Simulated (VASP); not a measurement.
# SbOs (CsCl type) (Pm-3m) in VASP: notebook

Runs on SbOs (CsCl type). Level: PBE. Tasks: single point.

All numbers are computed with VASP 6.6.1; they aren't measurements. Logs are shortened: lines on timing, memory, paths and dates and some standing lists are left out, and cuts for length are marked.

## (1) The cell of the first run

Symmetry: Pm-3m, No. 221, cubic system. The conventional cell has a = 2.895 Å, b = 2.895 Å, c = 2.895 Å, α = 90.00°, β = 90.00°, γ = 90.00°. Within 3.3 Å of Os (site symmetry m-3m) lie 8 Sb at 2.51 Å and 6 Os at 2.89 Å. Within 3.3 Å of Sb (site symmetry m-3m) lie 8 Os at 2.51 Å and 6 Sb at 2.89 Å.

## (2) Single point, PBE

File INCAR:

```
SYSTEM = SbOs
PREC = Accurate
ENCUT = 520
EDIFF = 1E-7
ISMEAR = -1
SIGMA = 0.05
LREAL = .False.
LASPH = .True.
NELM = 60
ALGO = Normal
ISIF = 2
LWAVE = .False.
LCHARG = .True.
GGA = PE
LELF = .True.
LVHAR = .True.
NBANDS = 14
```

File KPOINTS:

```
Automatic mesh
0
Gamma
  12 12 12
  0 0 0
```

File POSCAR:

```
SbOs
1.0
    2.8949137265      0.0000000000      0.0000000000
    0.0000000000      2.8949137265      0.0000000000
    0.0000000000      0.0000000000      2.8949137265
Os Sb
1 1
Direct
    0.0000000000      0.0000000000      0.0000000000
    0.5000000000      0.5000000000      0.5000000000
```

Potentials or basis: VASP PAW PBE potentials, release 64 (Os, Sb).

Launch:

```
> cat potpaw_PBE.64/Os/POTCAR potpaw_PBE.64/Sb/POTCAR > POTCAR
> mpirun -np 1 vasp_std > vasp.out
```

OUTCAR:

```text
SYSTEM = SbOs
   PREC = Accurate
   ENCUT = 520
   EDIFF = 1E-7
   ISMEAR = -1
   LREAL = .False.
   LASPH = .True.
   NELM = 60
   ISIF = 2
   GGA = PE

 ion  position               nearest neighbor table
   1  0.000  0.000  0.000-   2 2.51   2 2.51   2 2.51   2 2.51   2 2.51   2 2.51   2 2.51   2 2.51

   2  0.500  0.500  0.500-   1 2.51   1 2.51   1 2.51   1 2.51   1 2.51   1 2.51   1 2.51   1 2.51

  LATTYP: Found a simple cubic cell.
 ALAT       =     2.8949137265

  Lattice vectors:

 A1 = (   2.8949137265,   0.0000000000,   0.0000000000)
 A2 = (   0.0000000000,   2.8949137265,   0.0000000000)
 A3 = (   0.0000000000,   0.0000000000,   2.8949137265)

Analysis of symmetry for initial positions (statically):
=====================================================================
 Subroutine PRICEL returns:
 Original cell was already a primitive cell.

 Routine SETGRP: Setting up the symmetry group for a
 simple cubic supercell.

 Subroutine GETGRP returns: Found 48 space group operations
 (whereof 48 operations were pure point group operations)
 out of a pool of 48 trial point group operations.

The static configuration has the point symmetry O_h .

Analysis of symmetry for dynamics (positions and initial velocities):
=====================================================================
 Subroutine PRICEL returns:
 Original cell was already a primitive cell.

 Routine SETGRP: Setting up the symmetry group for a
 simple cubic supercell.

 Subroutine GETGRP returns: Found 48 space group operations
 (whereof 48 operations were pure point group operations)
 out of a pool of 48 trial point group operations.

The dynamic configuration has the point symmetry O_h .

 Subroutine INISYM returns: Found 48 space group operations
 (whereof 48 operations are pure point group operations),
 and found     1 'primitive' translations

----------------------------------------------------------------------------------------

                                     Primitive cell

  volume of cell :      24.2609

  direct lattice vectors                    reciprocal lattice vectors
     2.894913727  0.000000000  0.000000000     0.345433438  0.000000000  0.000000000
     0.000000000  2.894913727  0.000000000     0.000000000  0.345433438  0.000000000
[... 92 lines left out ...]
   ISYM   =      2    0-nonsym 1-usesym 2-fastsym
   POTIM  = 0.5000    time-step for ionic-motion
   TEBEG  =    0.0;   TEEND  =   0.0 temperature during run
   PSTRESS=    0.0 pullay stress
   NELECT =      13.0000    total number of electrons
   NUPDOWN=      -1.0000    fix difference up-down
   EMIN   =  10.00;   EMAX   =-10.00  energy-range for DOS
   EFERMI =   0.00;   METHOD = LEGACY
   ISMEAR =    -1;   SIGMA  =   0.05  broadening in eV -4-tet -1-fermi 0-gaus
   EFERMI_NEDOS =   21; number of points for ismear=-14 and -15
   IALGO  =     38    algorithm
   IMIX   =      4    mixing-type and parameters
     AMIX     =   0.40;   BMIX     =  1.00
     AMIX_MAG =   1.60;   BMIX_MAG =  1.00
  volume/ion in A,a.u.               =      12.13        81.86
  Fermi-wavevector in a.u.,A,eV,Ry     =   1.329700  2.512769 24.056488  1.768102
  Thomas-Fermi vector in A             =   2.458843
   LORBIT       =      0    0 simple, 1 ext, 2 COOP (PROOUT), +10 PAW based schemes
   GGA     = PE    functional components
   LHFCALC =     F    Hartree Fock is set to
   AEXX    =    0.0000 exact exchange contribution
   IVDW    =     0    specifies the selected vdW correction
   LEPSILON=     F    determine dielectric tensor
   LRPA    =     F    only Hartree local field effects (RPA)
 non-spin polarized calculation
  energy-cutoff  :      520.00
  volume of cell :       24.26
 maximum number of plane-waves:       672
 NGX is ok and might be reduce to    24

 number of electron      12.9999999 magnetization

 Free energy of the ion-electron system (eV)
  ---------------------------------------------------
  ext. energy  EPLUGINS =         0.00000000
  ---------------------------------------------------
  free energy    TOTEN  =        -9.51280172 eV

  energy without entropy =       -9.49628673  energy(sigma->0) =       -9.50454423

 E-fermi :  18.5087     XC(G=0): -14.4504

 val. band max:       18.4988496052   @ k =   0.5000   0.3333   0.0000
 cond. band min:      18.5186025303   @ k =   0.5000   0.4167   0.0000
 fundamental gap:      0.0197529251
 Fermi energy:        18.5087254133

 k-point     1 :       0.0000    0.0000    0.0000
  band No.  band energies     occupation
      1      -0.4977      2.00000
      2      10.7876      2.00000
      3      10.7876      2.00000
      4      16.4154      2.00000
      5      16.4154      2.00000
      6      16.4154      2.00000
      7      18.4950      1.13672
      8      18.4950      1.13672
      9      18.4950      1.13672
     10      27.4800      0.00000
     11      28.4235      0.00000
     12      28.4235      0.00000
     13      31.2378      0.00000
     14      31.2378      0.00000
[... 377 lines left out ...]
      1       4.2210      2.00000
      2       8.3520      2.00000
      3      10.7343      2.00000
      4      12.4302      2.00000
      5      13.8111      2.00000
      6      14.8038      2.00000
      7      18.3630      1.89713
      8      20.9654      0.00000
      9      22.7490      0.00000
     10      24.7938      0.00000
     11      26.9245      0.00000
     12      29.1923      0.00000
     13      31.4048      0.00000
     14      32.3934      0.00000

 [... further k-points ...]

------------------------ aborting loop because EDIFF is reached ----------------------------------------

  FORCE on cell =-STRESS in cart. coord.  units (eV):
  Direction    XX          YY          ZZ          XY          YZ          ZX
  --------------------------------------------------------------------------------------
  -------------------------------------------------------------------------------------
  Total       28.1260902     28.1260902     28.1260902      0.0000000      0.0000000     -0.0000000
  in kB     1857.4326329   1857.4326329   1857.4326329      0.0000000      0.0000000     -0.0000000
  external PRESSURE =    1857.4326329 kB  Pullay stress =       0.0000000 kB

 VOLUME and BASIS-vectors are now :
 -----------------------------------------------------------------------------
  energy-cutoff  :      520.00
  volume of cell :       24.26
      direct lattice vectors                 reciprocal lattice vectors
     2.894913727  0.000000000  0.000000000     0.345433438  0.000000000  0.000000000
     0.000000000  2.894913727  0.000000000     0.000000000  0.345433438  0.000000000
     0.000000000  0.000000000  2.894913727     0.000000000  0.000000000  0.345433438

 POSITION                                       TOTAL-FORCE (eV/Angst)
 -----------------------------------------------------------------------------------
      0.00000      0.00000      0.00000         0.000000      0.000000      0.000000
      1.44746      1.44746      1.44746         0.000000      0.000000      0.000000
 -----------------------------------------------------------------------------------
    total drift:                               -0.000000      0.000000      0.000000

  FREE ENERGIE OF THE ION-ELECTRON SYSTEM (eV)
  ---------------------------------------------------
  free  energy   TOTEN  =        -9.5128017243 eV

  energy  without entropy=       -9.4962867260  energy(sigma->0) =       -9.50454423
```

Run time: 8.5 s. Hardware: 1 thread of Intel Xeon 6975P-C (Granite Rapids), shared host; peak memory 0.16 GiB.

What came out:

| Quantity | Value |
| --- | --- |
| Free energy | -9.5128 eV |
| Pressure | 185.7 GPa |

Caveat: spin-orbit coupling is left out, which moves the levels of the heavy elements.

## (3) Single point, PBE

File INCAR:

```
PREC     = Accurate       # precision mode
ENCUT    = 520            # plane-wave cutoff, eV
EDIFF    = 1E-6           # SCF threshold, eV
ISMEAR   = -1             # smearing method
SIGMA    = 0.05           # smearing width, eV
LREAL    = F              # projectors in reciprocal space
LASPH    = T              # aspherical terms in the spheres
NELM     = 100            # most SCF steps
ALGO     = Normal         # electronic algorithm
ISIF     = 2              # what is computed and relaxed
LWAVE    = F              # write WAVECAR
LCHARG   = F              # write CHGCAR
GGA      = PE             # functional
NBANDS   = 14             # bands
```

File KPOINTS:

```
Automatic mesh
0
Gamma
  12 12 12
```

POSCAR is that of step 2.

Potentials or basis: VASP PAW PBE potentials, release 64 (Os, Sb).

Launch:

```
> cat potpaw_PBE.64/Os/POTCAR potpaw_PBE.64/Sb/POTCAR > POTCAR
> mpirun -np 1 vasp_std > vasp.out
```

OUTCAR:

```text
PREC = Accurate
   ENCUT = 520
   EDIFF = 1E-6
   ISMEAR = -1
   LREAL = F
   LASPH = T
   NELM = 100
   ISIF = 2
   GGA = PE

 ion  position               nearest neighbor table
   1  0.000  0.000  0.000-   2 2.51   2 2.51   2 2.51   2 2.51   2 2.51   2 2.51   2 2.51   2 2.51

   2  0.500  0.500  0.500-   1 2.51   1 2.51   1 2.51   1 2.51   1 2.51   1 2.51   1 2.51   1 2.51

  LATTYP: Found a simple cubic cell.
 ALAT       =     2.8949137265

  Lattice vectors:

 A1 = (   2.8949137265,   0.0000000000,   0.0000000000)
 A2 = (   0.0000000000,   2.8949137265,   0.0000000000)
 A3 = (   0.0000000000,   0.0000000000,   2.8949137265)

Analysis of symmetry for initial positions (statically):
=====================================================================
 Subroutine PRICEL returns:
 Original cell was already a primitive cell.

 Routine SETGRP: Setting up the symmetry group for a
 simple cubic supercell.

 Subroutine GETGRP returns: Found 48 space group operations
 (whereof 48 operations were pure point group operations)
 out of a pool of 48 trial point group operations.

The static configuration has the point symmetry O_h .

Analysis of symmetry for dynamics (positions and initial velocities):
=====================================================================
 Subroutine PRICEL returns:
 Original cell was already a primitive cell.

 Routine SETGRP: Setting up the symmetry group for a
 simple cubic supercell.

 Subroutine GETGRP returns: Found 48 space group operations
 (whereof 48 operations were pure point group operations)
 out of a pool of 48 trial point group operations.

The dynamic configuration has the point symmetry O_h .

 Subroutine INISYM returns: Found 48 space group operations
 (whereof 48 operations are pure point group operations),
 and found     1 'primitive' translations

----------------------------------------------------------------------------------------

                                     Primitive cell

  volume of cell :      24.2609

  direct lattice vectors                    reciprocal lattice vectors
     2.894913727  0.000000000  0.000000000     0.345433438  0.000000000  0.000000000
     0.000000000  2.894913727  0.000000000     0.000000000  0.345433438  0.000000000
     0.000000000  0.000000000  2.894913727     0.000000000  0.000000000  0.345433438

  length of vectors
     2.894913727  2.894913727  2.894913727     0.345433438  0.345433438  0.345433438

  position of ions in fractional coordinates (direct lattice)
     0.000000000  0.000000000  0.000000000
     0.500000000  0.500000000  0.500000000

  ion indices of the primitive-cell ions
   primitive index   ion index
                 1           1
                 2           2

----------------------------------------------------------------------------------------

 KPOINTS: Automatic mesh

Automatic generation of k-mesh.
 Grid dimensions read from file:
 generate k-points for:   12   12   12

 Generating k-lattice:

  Cartesian coordinates                     Fractional coordinates (reciprocal lattice)
     0.028786120  0.000000000  0.000000000     0.083333333  0.000000000  0.000000000
     0.000000000  0.028786120  0.000000000     0.000000000  0.083333333  0.000000000
     0.000000000  0.000000000  0.028786120     0.000000000  0.000000000  0.083333333
[... 40 lines left out ...]
   number of dos      NEDOS =    301   number of ions     NIONS =      2
   total plane-waves  NPLWV =  13824
   dimension x,y,z NGX =    24 NGY =   24 NGZ =   24
   dimension x,y,z NGXF=    48 NGYF=   48 NGZF=   48
   ions per type =               1   1
   NGX,Y,Z   is equivalent  to a cutoff of  13.78, 13.78, 13.78 a.u.
   NGXF,Y,Z  is equivalent  to a cutoff of  27.56, 27.56, 27.56 a.u.
 SYSTEM =  unknown system
   PREC   = accura    normal or accurate (medium, high low for compatibility)
   ISTART =      0    job   : 0-new  1-cont  2-samecut
   ICHARG =      2    charge: 1-file 2-atom 10-const
   ISPIN  =      1    spin polarized calculation?
   LNONCOLLINEAR =      F non collinear calculations
   LSORBIT =      F    spin-orbit coupling
   LASPH  =      T    aspherical Exc in radial PAW
   ENCUT  =  520.0 eV  38.22 Ry    6.18 a.u.   5.38  5.38  5.38*2*pi/ulx,y,z
   NELM   =    100;   NELMIN=  2; NELMDL= -5     # of ELM steps
   EDIFF  = 0.1E-05   stopping-criterion for ELM
   LREAL  =      F    real-space projection
   EDIFFG = 0.1E-04   stopping-criterion for IOM
   NSW    =      0    number of steps for IOM
   IBRION =     -1    ionic relax: 0-MD 1-quasi-New 2-CG
   NFREE  =      0    steps in history (QN), initial steepest desc. (CG)
   ISIF   =      2    stress and relaxation
   ISYM   =      2    0-nonsym 1-usesym 2-fastsym
   POTIM  = 0.5000    time-step for ionic-motion
   TEBEG  =    0.0;   TEEND  =   0.0 temperature during run
   PSTRESS=    0.0 pullay stress
   NELECT =      13.0000    total number of electrons
   NUPDOWN=      -1.0000    fix difference up-down
   EMIN   =  10.00;   EMAX   =-10.00  energy-range for DOS
   EFERMI =   0.00;   METHOD = LEGACY
   ISMEAR =    -1;   SIGMA  =   0.05  broadening in eV -4-tet -1-fermi 0-gaus
   EFERMI_NEDOS =   21; number of points for ismear=-14 and -15
   IALGO  =     38    algorithm
   IMIX   =      4    mixing-type and parameters
     AMIX     =   0.40;   BMIX     =  1.00
     AMIX_MAG =   1.60;   BMIX_MAG =  1.00
  volume/ion in A,a.u.               =      12.13        81.86
  Fermi-wavevector in a.u.,A,eV,Ry     =   1.329700  2.512769 24.056488  1.768102
  Thomas-Fermi vector in A             =   2.458843
   LORBIT       =      0    0 simple, 1 ext, 2 COOP (PROOUT), +10 PAW based schemes
   GGA     = PE    functional components
   LHFCALC =     F    Hartree Fock is set to
   AEXX    =    0.0000 exact exchange contribution
   IVDW    =     0    specifies the selected vdW correction
   LEPSILON=     F    determine dielectric tensor
   LRPA    =     F    only Hartree local field effects (RPA)
 non-spin polarized calculation
  energy-cutoff  :      520.00
  volume of cell :       24.26
 maximum number of plane-waves:       672
 NGX is ok and might be reduce to    24

 number of electron      12.9999999 magnetization

 Free energy of the ion-electron system (eV)
  ---------------------------------------------------
  ext. energy  EPLUGINS =         0.00000000
  ---------------------------------------------------
  free energy    TOTEN  =        -9.51280059 eV

  energy without entropy =       -9.49629062  energy(sigma->0) =       -9.50454561

 E-fermi :  18.5088     XC(G=0): -14.4504

 val. band max:       18.4990325339   @ k =   0.5000   0.3333   0.0000
 cond. band min:      18.5188086078   @ k =   0.5000   0.4167   0.0000
 fundamental gap:      0.0197760740
 Fermi energy:        18.5088486640

 k-point     1 :       0.0000    0.0000    0.0000
  band No.  band energies     occupation
      1      -0.4978      2.00000
      2      10.7877      2.00000
      3      10.7877      2.00000
      4      16.4155      2.00000
      5      16.4155      2.00000
      6      16.4155      2.00000
      7      18.4948      1.13935
      8      18.4948      1.13935
      9      18.4948      1.13935
     10      27.4799      0.00000
     11      28.4233      0.00000
     12      28.4233      0.00000
     13      31.2378      0.00000
     14      31.2378      0.00000
[... 377 lines left out ...]
      1       4.2209      2.00000
      2       8.3519      2.00000
      3      10.7342      2.00000
      4      12.4303      2.00000
      5      13.8112      2.00000
      6      14.8040      2.00000
      7      18.3632      1.89704
      8      20.9654      0.00000
      9      22.7491      0.00000
     10      24.7937      0.00000
     11      26.9244      0.00000
     12      29.1923      0.00000
     13      31.4046      0.00000
     14      32.3933      0.00000

 [... further k-points ...]

------------------------ aborting loop because EDIFF is reached ----------------------------------------

  FORCE on cell =-STRESS in cart. coord.  units (eV):
  Direction    XX          YY          ZZ          XY          YZ          ZX
  --------------------------------------------------------------------------------------
  -------------------------------------------------------------------------------------
  Total       28.1237999     28.1237999     28.1237999      0.0000000     -0.0000000      0.0000000
  in kB     1857.2813847   1857.2813847   1857.2813847      0.0000000     -0.0000000      0.0000000
  external PRESSURE =    1857.2813847 kB  Pullay stress =       0.0000000 kB

 VOLUME and BASIS-vectors are now :
 -----------------------------------------------------------------------------
  energy-cutoff  :      520.00
  volume of cell :       24.26
      direct lattice vectors                 reciprocal lattice vectors
     2.894913727  0.000000000  0.000000000     0.345433438  0.000000000  0.000000000
     0.000000000  2.894913727  0.000000000     0.000000000  0.345433438  0.000000000
     0.000000000  0.000000000  2.894913727     0.000000000  0.000000000  0.345433438

 POSITION                                       TOTAL-FORCE (eV/Angst)
 -----------------------------------------------------------------------------------
      0.00000      0.00000      0.00000         0.000000      0.000000      0.000000
      1.44746      1.44746      1.44746         0.000000      0.000000      0.000000
 -----------------------------------------------------------------------------------
    total drift:                               -0.000000      0.000000      0.000000

  FREE ENERGIE OF THE ION-ELECTRON SYSTEM (eV)
  ---------------------------------------------------
  free  energy   TOTEN  =        -9.5128005899 eV

  energy  without entropy=       -9.4962906233  energy(sigma->0) =       -9.50454561
```

Run time: 7.4 s. Hardware: 1 thread of Intel Xeon 6975P-C (Granite Rapids), shared host; peak memory 0.16 GiB.

What came out:

```
Free energy : -9.5128 eV
Pressure    : 185.7 GPa
```

Caveat: spin-orbit coupling is left out, which moves the levels of the heavy elements.

[end of part 1 of 2]
